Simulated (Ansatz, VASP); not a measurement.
## InAuC4N4: VASP beside Ansatz

INCAR

```
ALGO     = Normal         # electronic algorithm
EDIFF    = 1E-6           # SCF threshold, eV
EDIFFG   = -0.04          # ionic threshold
ENCUT    = 600            # plane-wave cutoff, eV
GGA      = PE             # functional
IBRION   = 2              # ionic algorithm
ISIF     = 3              # what is computed and relaxed
ISMEAR   = 0              # smearing method
LASPH    = True           # aspherical terms in the spheres
LCHARG   = False          # write CHGCAR
LREAL    = False          # projectors in reciprocal space
LWAVE    = False          # write WAVECAR
NELM     = 60             # most SCF steps
NSW      = 90             # ionic steps
PREC     = Accurate       # precision mode
SIGMA    = 0.1            # smearing width, eV
```

The input KPOINTS:

```
k-points
0
Gamma
  4 4 4
```

Contents of POSCAR:

```
InAuC4N4
1.0
    5.9796167400      0.0000000000      0.0000000000
    0.0000000000      5.9796167400      0.0000000000
    0.0000000000      0.0000000000      5.9796167400
In C Au N
1 4 1 4
Direct
    0.0000000000      0.0000000000      0.0000000000
    0.1932026600      0.1932026600      0.1932026600
    0.1932026600      0.8067973400      0.8067973400
    0.8067973400      0.1932026600      0.8067973400
    0.8067973400      0.8067973400      0.1932026600
    0.5000000000      0.5000000000      0.5000000000
    0.3061697400      0.3061697400      0.3061697400
    0.3061697400      0.6938302600      0.6938302600
    0.6938302600      0.3061697400      0.6938302600
    0.6938302600      0.6938302600      0.3061697400
```

Input for Ansatz:

```yaml
crystal:
  lattice:
    - [5.97961674, 0.0, 0.0]
    - [0.0, 5.97961674, 0.0]
    - [0.0, 0.0, 5.97961674]
  atoms:
    - { symbol: In, position: [0.0, 0.0, 0.0] }
    - { symbol: C, position: [0.19320266, 0.19320266, 0.19320266] }
    - { symbol: C, position: [0.19320266, 0.80679734, 0.80679734] }
    - { symbol: C, position: [0.80679734, 0.19320266, 0.80679734] }
    - { symbol: C, position: [0.80679734, 0.80679734, 0.19320266] }
    - { symbol: Au, position: [0.5, 0.5, 0.5] }
    - { symbol: "N", position: [0.30616974, 0.30616974, 0.30616974] }
    - { symbol: "N", position: [0.30616974, 0.69383026, 0.69383026] }
    - { symbol: "N", position: [0.69383026, 0.30616974, 0.69383026] }
    - { symbol: "N", position: [0.69383026, 0.69383026, 0.30616974] }
basis:
  ecutwfc: 420
kpoints:
  mp_grid: { grid: [4, 4, 4] }
hamiltonian:
  xc: pbe
scf:
  occupations: { method: gaussian, width: 0.1 }
  lower_state_search: "off"
output:
  forces: true
  stress: true
  eigenvalues: true
relax:
  adjacent_minimum: "off"
  f_tol: 0.04
  max_steps: 70
  cell: { stress_tol: 0.4 }
```

Alike in both runs: task relaxation of cell and atoms; functional PBE; k mesh 4 × 4 × 4; occupations gaussian, width 0.1 eV; no spin polarisation.

|  | VASP | Ansatz |
| --- | --- | --- |
| version | VASP 6.6.1 | Ansatz 0.2.0 |
| potentials or method | VASP PAW PBE potentials, release 64 (In_d, C, Au, N), cutoff 600 eV | scalar-relativistic, plane waves, PAW |
| valence electrons in the cell | 60 | 68 |

|  | VASP | Ansatz | Ansatz less VASP |
| --- | --- | --- | --- |
| gap on the k mesh at the Fermi level, each at its own relaxed structure (eV) | 3.68 | 3.69 | +0.012 |
| relaxed volume (Å³/atom) | 25.74 | 25.82 | +0.074 |
| relaxed cell length with the largest relative difference (Å) | 6.361 | 6.367 | +0.0061 |

VASP's potentials hold 60 valence electrons a cell and Ansatz's 68, so a difference there can come from the potentials and not from the codes.

Spin-orbit coupling is off throughout. Noted on VASP's run: the standard files for N, O and F lose accuracy on very short bonds; the volume moved by over 15 % at a fixed basis, so the end points are rough.
